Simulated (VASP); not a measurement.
# Si2W (Immm) in VASP: a series of runs, part 2 of 2

VASP 6.6.1. Earlier steps stand in the parts before.

### 3 Single point, PBEsol (uniaxial strain along a: -1.5 %, then relaxed in part)

INCAR reads:

```
PREC     = Accurate       # precision mode
ENCUT    = 520            # plane-wave cutoff, eV
EDIFF    = 1E-6           # SCF threshold, eV
ISMEAR   = 0              # smearing method
SIGMA    = 0.1            # smearing width, eV
LREAL    = F              # projectors in reciprocal space
LASPH    = T              # aspherical terms in the spheres
NELM     = 100            # most SCF steps
ALGO     = Normal         # electronic algorithm
ISIF     = 2              # what is computed and relaxed
LWAVE    = F              # write WAVECAR
LCHARG   = F              # write CHGCAR
GGA      = PS             # functional
NBANDS   = 31             # bands
```

KPOINTS reads:

```
regular mesh
0
Gamma
  12 12 6
```

POSCAR reads:

```
Si2W
1.0
    3.1544620687      0.0000000000      0.0000000000
    0.0000000000      3.2159035036      0.0000000000
    0.0000000000      0.0000000000      7.8328073068
Si W
4 2
Direct
    0.0000000000      0.0000000000      0.3343718580
    0.5000000000      0.5000000000      0.1656281420
    0.5000000000      0.5000000000      0.8343718580
    0.0000000000      0.0000000000      0.6656281420
    0.0000000000      0.0000000000      0.0000000000
    0.5000000000      0.5000000000      0.5000000000
```

Potentials or basis: VASP PAW PBE potentials, release 64 (Si, W_sv).

Launch:

```sh
$ cat potpaw_PBE.64/Si/POTCAR potpaw_PBE.64/W_sv/POTCAR > POTCAR
$ mpirun -np 1 vasp_std > vasp.out
```

OUTCAR:

```text
PREC = Accurate
   ENCUT = 520
   EDIFF = 1E-6
   ISMEAR = 0
   LREAL = F
   LASPH = T
   NELM = 100
   ISIF = 2
   GGA = PS

 ion  position               nearest neighbor table
   1  0.000  0.000  0.334-   4 2.59   6 2.60   6 2.60   6 2.60   6 2.60   2 2.61   2 2.61   2 2.61
                             2 2.61   5 2.62
   2  0.500  0.500  0.166-   3 2.59   5 2.60   5 2.60   5 2.60   5 2.60   1 2.61   1 2.61   1 2.61
                             1 2.61   6 2.62
   3  0.500  0.500  0.834-   2 2.59   5 2.60   5 2.60   5 2.60   5 2.60   4 2.61   4 2.61   4 2.61
                             4 2.61   6 2.62
   4  0.000  0.000  0.666-   1 2.59   6 2.60   6 2.60   6 2.60   6 2.60   3 2.61   3 2.61   3 2.61
                             3 2.61   5 2.62
   5  0.000  0.000  0.000-   2 2.60   3 2.60   2 2.60   3 2.60   2 2.60   3 2.60   2 2.60   3 2.60
                             1 2.62   4 2.62
   6  0.500  0.500  0.500-   1 2.60   4 2.60   1 2.60   4 2.60   1 2.60   4 2.60   1 2.60   4 2.60
                             3 2.62   2 2.62

  LATTYP: Found a simple orthorhombic cell.
 ALAT       =     3.1544620687
 B/A-ratio  =     1.0194776268
 C/A-ratio  =     2.4830881260

  Lattice vectors:

 A1 = (   3.1544620687,   0.0000000000,   0.0000000000)
 A2 = (   0.0000000000,   3.2159035036,   0.0000000000)
 A3 = (   0.0000000000,   0.0000000000,   7.8328073068)

Analysis of symmetry for initial positions (statically):
=====================================================================
 Subroutine PRICEL returns following result:

  LATTYP: Found a body centered orthorhombic cell.
 ALAT       =     3.1544620687
 B/A-ratio  =     1.0194776268
 C/A-ratio  =     2.4830881260

  Lattice vectors:

 A1 = (  -1.5772310344,   1.6079517518,   3.9164036534)
 A2 = (   1.5772310343,  -1.6079517518,   3.9164036534)
 A3 = (   1.5772310344,   1.6079517518,  -3.9164036534)

   2 primitive cells build up your supercell.

 Routine SETGRP: Setting up the symmetry group for a
 simple orthorhombic supercell.

 Subroutine GETGRP returns: Found  8 space group operations
 (whereof  8 operations were pure point group operations)
 out of a pool of  8 trial point group operations.

The static configuration has the point symmetry D_2h.

Analysis of symmetry for dynamics (positions and initial velocities):
=====================================================================
 Subroutine PRICEL returns following result:

  LATTYP: Found a body centered orthorhombic cell.
 ALAT       =     3.1544620687
 B/A-ratio  =     1.0194776268
 C/A-ratio  =     2.4830881260

  Lattice vectors:

 A1 = (  -1.5772310344,   1.6079517518,   3.9164036534)
 A2 = (   1.5772310343,  -1.6079517518,   3.9164036534)
 A3 = (   1.5772310344,   1.6079517518,  -3.9164036534)

   2 primitive cells build up your supercell.

 Routine SETGRP: Setting up the symmetry group for a
 simple orthorhombic supercell.

 Subroutine GETGRP returns: Found  8 space group operations
 (whereof  8 operations were pure point group operations)
 out of a pool of  8 trial point group operations.

The dynamic configuration has the point symmetry D_2h.

 Subroutine INISYM returns: Found  8 space group operations
[... 53 lines left out ...]

 Following reciprocal coordinates:
            Coordinates               Weight
  0.000000  0.000000  0.000000      1.000000
  0.083333  0.000000  0.000000      2.000000
  0.166667  0.000000  0.000000      2.000000
  0.250000  0.000000  0.000000      2.000000
  0.333333  0.000000  0.000000      2.000000
  0.416667  0.000000  0.000000      2.000000
[... 16 lines left out ...]
  0.083333  0.250000  0.000000      4.000000
  0.166667  0.250000  0.000000      4.000000
 [... further k-points ...]
   k-points           NKPTS =    196   k-points in BZ     NKDIM =    196   number of bands    NBANDS=     31
   number of dos      NEDOS =    301   number of ions     NIONS =      6
   total plane-waves  NPLWV =  34560
   dimension x,y,z NGX =    24 NGY =   24 NGZ =   60
   dimension x,y,z NGXF=    48 NGYF=   48 NGZF=  120
   ions per type =               4   2
   NGX,Y,Z   is equivalent  to a cutoff of  12.65, 12.41, 12.73 a.u.
   NGXF,Y,Z  is equivalent  to a cutoff of  25.30, 24.81, 25.47 a.u.
 SYSTEM =  unknown system
   PREC   = accura    normal or accurate (medium, high low for compatibility)
   ISTART =      0    job   : 0-new  1-cont  2-samecut
   ICHARG =      2    charge: 1-file 2-atom 10-const
   ISPIN  =      1    spin polarized calculation?
   LNONCOLLINEAR =      F non collinear calculations
   LSORBIT =      F    spin-orbit coupling
   LASPH  =      T    aspherical Exc in radial PAW
   ENCUT  =  520.0 eV  38.22 Ry    6.18 a.u.   5.87  5.98 14.56*2*pi/ulx,y,z
   NELM   =    100;   NELMIN=  2; NELMDL= -5     # of ELM steps
   EDIFF  = 0.1E-05   stopping-criterion for ELM
   LREAL  =      F    real-space projection
   EDIFFG = 0.1E-04   stopping-criterion for IOM
   NSW    =      0    number of steps for IOM
   IBRION =     -1    ionic relax: 0-MD 1-quasi-New 2-CG
   NFREE  =      0    steps in history (QN), initial steepest desc. (CG)
   ISIF   =      2    stress and relaxation
   ISYM   =      2    0-nonsym 1-usesym 2-fastsym
   POTIM  = 0.5000    time-step for ionic-motion
   TEBEG  =    0.0;   TEEND  =   0.0 temperature during run
   PSTRESS=    0.0 pullay stress
   NELECT =      44.0000    total number of electrons
   NUPDOWN=      -1.0000    fix difference up-down
   EMIN   =  10.00;   EMAX   =-10.00  energy-range for DOS
   EFERMI =   0.00;   METHOD = LEGACY
   ISMEAR =     0;   SIGMA  =   0.10  broadening in eV -4-tet -1-fermi 0-gaus
   EFERMI_NEDOS =   21; number of points for ismear=-14 and -15
   IALGO  =     38    algorithm
   IMIX   =      4    mixing-type and parameters
     AMIX     =   0.40;   BMIX     =  1.00
     AMIX_MAG =   1.60;   BMIX_MAG =  1.00
  volume/ion in A,a.u.               =      13.24        89.37
  Fermi-wavevector in a.u.,A,eV,Ry     =   1.344344  2.540442 24.589282  1.807261
  Thomas-Fermi vector in A             =   2.472345
   LORBIT       =      0    0 simple, 1 ext, 2 COOP (PROOUT), +10 PAW based schemes
   GGA     = PS    functional components
   LHFCALC =     F    Hartree Fock is set to
   AEXX    =    0.0000 exact exchange contribution
   IVDW    =     0    specifies the selected vdW correction
   LEPSILON=     F    determine dielectric tensor
   LRPA    =     F    only Hartree local field effects (RPA)
 non-spin polarized calculation
 Gauss-broadening in eV      SIGMA  =   0.10
  energy-cutoff  :      520.00
  volume of cell :       79.46
 maximum number of plane-waves:      2168
 NGX is ok and might be reduce to    24
   NGX = 11   NGY = 11   NGZ = 29

 number of electron      44.0000002 magnetization

 Free energy of the ion-electron system (eV)
  ---------------------------------------------------
  ext. energy  EPLUGINS =         0.00000000
  ---------------------------------------------------
  free energy    TOTEN  =       -53.25503632 eV

  energy without entropy =      -53.25215284  energy(sigma->0) =      -53.25359458

 E-fermi :  12.1872     XC(G=0): -12.6913

 val. band max:       12.1357649471   @ k =   0.0833   0.0000   0.3333
 cond. band min:      12.1908066371   @ k =   0.0833   0.0833   0.1667
 fundamental gap:      0.0550416900
 Fermi energy:        12.1872088601

 k-point     1 :       0.0000    0.0000    0.0000
  band No.  band energies     occupation
      1     -61.6466      2.00000
      2     -61.6465      2.00000
      3     -25.9546      2.00000
      4     -25.9362      2.00000
      5     -25.9208      2.00000
      6     -25.9195      2.00000
[... 805 lines left out ...]
     30      17.0257      0.00000
     31      17.2575      0.00000

 [... further k-points ...]

------------------------ aborting loop because EDIFF is reached ----------------------------------------

  FORCE on cell =-STRESS in cart. coord.  units (eV):
  Direction    XX          YY          ZZ          XY          YZ          ZX
  --------------------------------------------------------------------------------------
  -------------------------------------------------------------------------------------
  Total        3.1083756      0.1698999      0.1332889      0.0000000      0.0000000      0.0000000
  in kB       62.6755732      3.4257689      2.6875637      0.0000000      0.0000000      0.0000000
  external PRESSURE =      22.9296353 kB  Pullay stress =       0.0000000 kB

 VOLUME and BASIS-vectors are now :
 -----------------------------------------------------------------------------
  energy-cutoff  :      520.00
  volume of cell :       79.46
      direct lattice vectors                 reciprocal lattice vectors
     3.154462069  0.000000000  0.000000000     0.317011262  0.000000000  0.000000000
     0.000000000  3.215903504  0.000000000     0.000000000  0.310954604  0.000000000
     0.000000000  0.000000000  7.832807307     0.000000000  0.000000000  0.127668148

 POSITION                                       TOTAL-FORCE (eV/Angst)
 -----------------------------------------------------------------------------------
      0.00000      0.00000      2.61907         0.000000     -0.000000     -0.007392
      1.57723      1.60795      1.29733         0.000000      0.000000      0.007392
      1.57723      1.60795      6.53547        -0.000000     -0.000000     -0.007392
      0.00000      0.00000      5.21374        -0.000000      0.000000      0.007392
      0.00000      0.00000      0.00000         0.000000      0.000000      0.000000
      1.57723      1.60795      3.91640         0.000000     -0.000000      0.000000
 -----------------------------------------------------------------------------------
    total drift:                                0.000000      0.000000     -0.000000

  FREE ENERGIE OF THE ION-ELECTRON SYSTEM (eV)
  ---------------------------------------------------
  free  energy   TOTEN  =       -53.2550363246 eV

  energy  without entropy=      -53.2521528429  energy(sigma->0) =      -53.25359458
```

Wall time 2.8 min (1 thread of Intel Xeon Platinum 8559C (Emerald Rapids), shared host); peak memory 0.46 GiB.

What came out:

| Item | Value |
| --- | --- |
| Free energy | -53.2550 eV |
| Pressure | 2.3 GPa |
| Largest force | 0.007 eV/Å |
| Band gap on the k mesh | zero (bands 22 and 23 overlap by 1.14 eV) |

Forces in eV/Å, atoms in the order of the input:
```
Si   0.000  0.000 -0.007
Si   0.000  0.000  0.007
Si   0.000  0.000 -0.007
Si   0.000  0.000  0.007
W    0.000  0.000  0.000
W    0.000  0.000  0.000
```

Stress tensor (GPa, compression positive):
```
6.27 0.00 0.00
0.00 0.34 0.00
0.00 0.00 0.27
```

Caveat: the cell differs from its parent crystal (uniaxial strain along a: -1.5 %, then relaxed in part); the PAW data sets were made with another functional, which shifts forces and pressure a little; spin-orbit coupling is left out, which moves the levels of the heavy elements.
